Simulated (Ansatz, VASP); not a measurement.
InSe in VASP and in Ansatz

```xyz
4
Lattice="2.0000 1.1547 8.0672 -2.0000 1.1547 8.0672 0.0000 -2.3094 8.0672" Properties=species:S:1:pos:R:3 pbc="T T T"
In    0.0000    0.0000    0.0000
In    0.0000    0.0000    2.7154
Se    0.0000    0.0000   14.8960
Se    0.0000    0.0000   20.0873
```

Change from the starting cell: zz strain of -3 %, crystal datasets.

Alike in both runs: task electric field gradients; functional PBEsol; k mesh 7 × 7 × 7; occupations fermi-dirac, width 0.01 eV; no spin polarisation.

|  | VASP | Ansatz |
| --- | --- | --- |
| version | VASP 6.6.1 | Ansatz 0.2.0 |
| potentials or method | VASP PAW PBE potentials, release 64 (In_d, Se), cutoff 520 eV | all-electron PAW with datasets made for the crystal, scalar-relativistic |

```tsv
	VASP	Ansatz	Ansatz less VASP
gap on the k mesh at the Fermi level (eV)	0.64	0.65	+0.011
pressure (GPa)	2.0	1.9	-0.06
traceless stress, the component that is largest in VASP (GPa)	0.96	0.97	+0.014
rms of the force components (eV/Å)	0.108	0.101	-0.0068
size of Vzz on the site where it differs most (V/Å²)	79.2	83.1	+3.92
```

VASP's potentials were made for PBE, not for PBEsol. Atom by atom the forces differ by 0.012 eV/Å (rms over components). Ansatz ran all-electron here, and VASP with PAW potentials.
